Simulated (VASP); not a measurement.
# Ir (Im-3m) in VASP: further runs, part 2 of 2

VASP 6.6.1. The steps go on from the part before.

### Step 4. Single point, LDA

This run uses another cell than the first one, of 9.80 Å³/atom, 1.012 times its volume.

INCAR

```
SYSTEM = Ir
ALGO     = Normal         ! electronic algorithm
EDIFF    = 1E-6           ! SCF threshold, eV
ENCUT    = 520            ! plane-wave cutoff, eV
ISIF     = 2              ! what is computed and relaxed
ISMEAR   = -1             ! smearing method
LASPH    = .TRUE.         ! aspherical terms in the spheres
LCHARG   = .FALSE.        ! write CHGCAR
LREAL    = .FALSE.        ! projectors in reciprocal space
LWAVE    = .FALSE.        ! write WAVECAR
NBANDS   = 10             ! bands
NELM     = 100            ! most SCF steps
PREC     = Accurate       ! precision mode
SIGMA    = 0.08           ! smearing width, eV
```

KPOINTS

```
k-points
0
G
  20 20 20
  0 0 0
```

POSCAR

```
Ir
1.0
   -1.3481637626      1.3481637626      1.3481637626
    1.3481637626     -1.3481637626      1.3481637626
    1.3481637626      1.3481637626     -1.3481637626
Ir
1
Direct
    0.0000000000      0.0000000000      0.0000000000
```

Potentials or basis: VASP PAW LDA potentials, release 64 (Ir).

Started as:

```sh
cat potpaw_LDA.64/Ir/POTCAR > POTCAR
mpirun -np 1 vasp_std > vasp.out
```

OUTCAR:

```text
SYSTEM = Ir
   EDIFF = 1E-6
   ENCUT = 520
   ISIF = 2
   ISMEAR = -1
   LASPH = .TRUE.
   LREAL = .FALSE.
   NELM = 100
   PREC = Accurate

 ion  position               nearest neighbor table
   1  0.000  0.000  0.000-

  LATTYP: Found a body centered cubic cell.
 ALAT       =     2.6963275252

  Lattice vectors:

 A1 = (  -1.3481637626,   1.3481637626,   1.3481637626)
 A2 = (   1.3481637626,  -1.3481637626,   1.3481637626)
 A3 = (   1.3481637626,   1.3481637626,  -1.3481637626)

Analysis of symmetry for initial positions (statically):
=====================================================================
 Subroutine PRICEL returns:
 Original cell was already a primitive cell.

 Routine SETGRP: Setting up the symmetry group for a
 body centered cubic supercell.

 Subroutine GETGRP returns: Found 48 space group operations
 (whereof 48 operations were pure point group operations)
 out of a pool of 48 trial point group operations.

The static configuration has the point symmetry O_h .

Analysis of symmetry for dynamics (positions and initial velocities):
=====================================================================
 Subroutine PRICEL returns:
 Original cell was already a primitive cell.

[... 163 lines left out ...]
      2      11.1466      2.00000
      3      11.1466      2.00000
      4      11.1466      2.00000
      5      16.2982      2.00000
      6      16.2982      2.00000
      7      33.9709      0.00000
      8      33.9709      0.00000
      9      33.9709      0.00000
     10      49.2485      0.00000
[... 287 lines left out ...]
 k-point    24 :       0.2500    0.1000    0.0000
  band No.  band energies     occupation
      1       6.2798      2.00000
      2       8.9579      2.00000
      3      11.3066      2.00000
      4      15.2526      2.00000
      5      17.2278      1.98775
      6      18.0586      0.00998
      7      33.9708      0.00000
      8      36.7120      0.00000
      9      41.4970      0.00000
     10      44.2096      0.00000

 [... further k-points ...]

------------------------ aborting loop because EDIFF is reached ----------------------------------------

  FORCE on cell =-STRESS in cart. coord.  units (eV):
  Direction    XX          YY          ZZ          XY          YZ          ZX
  --------------------------------------------------------------------------------------
  -------------------------------------------------------------------------------------
  Total       21.5063078     21.5063078     21.5063078      0.0000000      0.0000000     -0.0000000
  in kB     3515.5113173   3515.5113173   3515.5113173      0.0000000      0.0000000     -0.0000000
  external PRESSURE =    3515.5113173 kB  Pullay stress =       0.0000000 kB

 VOLUME and BASIS-vectors are now :
 -----------------------------------------------------------------------------
  energy-cutoff  :      520.00
  volume of cell :        9.80
      direct lattice vectors                 reciprocal lattice vectors
    -1.348163763  1.348163763  1.348163763     0.000000000  0.370874825  0.370874825
     1.348163763 -1.348163763  1.348163763     0.370874825  0.000000000  0.370874825
     1.348163763  1.348163763 -1.348163763     0.370874825  0.370874825  0.000000000

 POSITION                                       TOTAL-FORCE (eV/Angst)
 -----------------------------------------------------------------------------------
      0.00000      0.00000      0.00000        -0.000000     -0.000000     -0.000000
 -----------------------------------------------------------------------------------
    total drift:                                0.000000     -0.000000      0.000000

  FREE ENERGIE OF THE ION-ELECTRON SYSTEM (eV)
  ---------------------------------------------------
  free  energy   TOTEN  =        -6.1475298083 eV

  energy  without entropy=       -6.1190505761  energy(sigma->0) =       -6.13329019
```

stdout:

```text
POSCAR found type information on POSCAR Ir
 POSCAR found :  1 types and       1 ions
 scaLAPACK will be used
 LDA part: xc-table for (Slater(with rela. corr.)+CA(PZ))
 , standard interpolation
 POSCAR, INCAR and KPOINTS ok, starting setup
 FFT: planning ... GRIDC
 FFT: planning ... GRID_SOFT
 FFT: planning ... GRID
 WAVECAR not read
 entering main loop
```

Run time: 12 s. Hardware: 1 thread of AMD EPYC 9R45 (Zen 5), shared host; peak memory 0.11 GiB.

What came out:

```
Free energy : -6.1475 eV
Pressure    : 351.6 GPa
```

Caveat: spin-orbit coupling is left out, which moves the levels of the heavy elements.

### Step 5. Single point, LDA

This run uses another cell than the first one, of 9.80 Å³/atom, 1.011 times its volume.

INCAR

```
  PREC = Accurate
  ENCUT = 520
  EDIFF = 1E-6
  ISMEAR = -1
  SIGMA = 0.08
  LREAL = F
  LASPH = T
  NELM = 80
  ALGO = Normal
  ISIF = 2
  LWAVE = F
  LCHARG = F
  NBANDS = 10
```

KPOINTS

```
regular mesh
0
Gamma
  20 20 20
```

POSCAR

```
Ir
1.0
   -1.3478868251      1.3478868251      1.3478868251
    1.3478868251     -1.3478868251      1.3478868251
    1.3478868251      1.3478868251     -1.3478868251
Ir
1
Direct
    0.0000000000      0.0000000000      0.0000000000
```

Started as:

```sh
cat potpaw_LDA.64/Ir/POTCAR > POTCAR
mpirun -np 1 vasp_std > vasp.out
```

Wall time 12 s (1 thread of AMD EPYC 9R45 (Zen 5), shared host); peak memory 0.11 GiB.

The run converged. Its results:

* Free energy: -6.1343 eV
* Pressure: 352.6 GPa

Levels at points of the mesh, in eV from the Fermi level:
```tsv
k point	band 1	band 2	band 3	band 4	band 5	band 6	band 7	band 8
(0.00, 0.00, 0.00)	-14.98	-6.49	-6.49	-6.49	-1.34	-1.34	16.33	16.33
(0.50, 0.00, 0.00)	-12.59	-9.77	-1.32	-0.17	-0.08	4.37	12.60	13.85
(0.50, 0.50, 0.50)	-12.76	-12.76	2.87	2.87	2.87	9.99	9.99	9.99
```

Caveat: spin-orbit coupling is left out, which moves the levels of the heavy elements.

### Step 6. Overview

```tsv
task	cell	cutoff (eV)	gap on the mesh (eV)	pressure (GPa)
relaxation of cell and atoms	relaxed to 340 GPa from a = 2.326 Å, angles 109.5°, 1 atom	600	none	340.1
relaxation of cell and atoms	relaxed to 340 GPa from a = 2.335 Å, angles 109.5°, 1 atom	600	none	340.0
single point	a = 2.335 Å, angles 109.5°, 1 atom	520	none	352.6
```

Alike in all rows: level LDA; potentials or basis VASP PAW LDA potentials, release 64 (Ir); no spin polarisation; k mesh 20 × 20 × 20; smearing fermi-dirac 0.08 eV.

Caveats: spin-orbit coupling is left out, which moves the levels of the heavy elements; the cell is relaxed towards a set pressure, so the enthalpy falls and the energy may rise (some runs).

Total energies depend on the potentials used, so only differences within one code and one set of settings carry meaning.
